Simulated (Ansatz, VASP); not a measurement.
One calculation of Os, two programs

```xyz
2
Lattice="2.6111 0.0000 0.0000 -1.3055 2.4744 0.0000 0.0000 0.0000 4.3197" Properties=species:S:1:pos:R:3 pbc="T T T"
Os    0.0000    1.6496    1.0799
Os    1.3055    0.8248    3.2398
```

Change from the starting cell: strain -0.0450 x Voigt [1, -1, 0, 0, 0, 0], atoms carried along.

Alike in both runs: task single point; functional PBE; k mesh 18 × 18 × 12; occupations gaussian, width 0.15 eV; no spin polarisation.

```csv
,VASP,Ansatz
version,VASP 6.6.1,Ansatz 0.2.0
potentials or method,"VASP PAW PBE potentials, release 64 (Os), cutoff 520 eV","scalar-relativistic, plane waves, PAW"
valence electrons in the cell,16,32
```

```csv
,VASP,Ansatz,Ansatz less VASP
gap on the k mesh at the Fermi level (eV),none,none,-
pressure (GPa),12.5,12.4,-0.07
"traceless stress, the component that is largest in VASP (GPa)",28.20,28.39,+0.193
rms of the force components (eV/Å),0.129,0.131,+0.0025
```

Atom by atom the forces differ by 0.003 eV/Å (rms over components). A gap of «none» marks a metal or a gap that the smearing closes. The functional is the same, so the differences come from potentials, cutoffs and numerics. VASP's potentials hold 16 valence electrons a cell and Ansatz's 32, so a difference there can come from the potentials and not from the codes.

Spin-orbit coupling is off throughout.
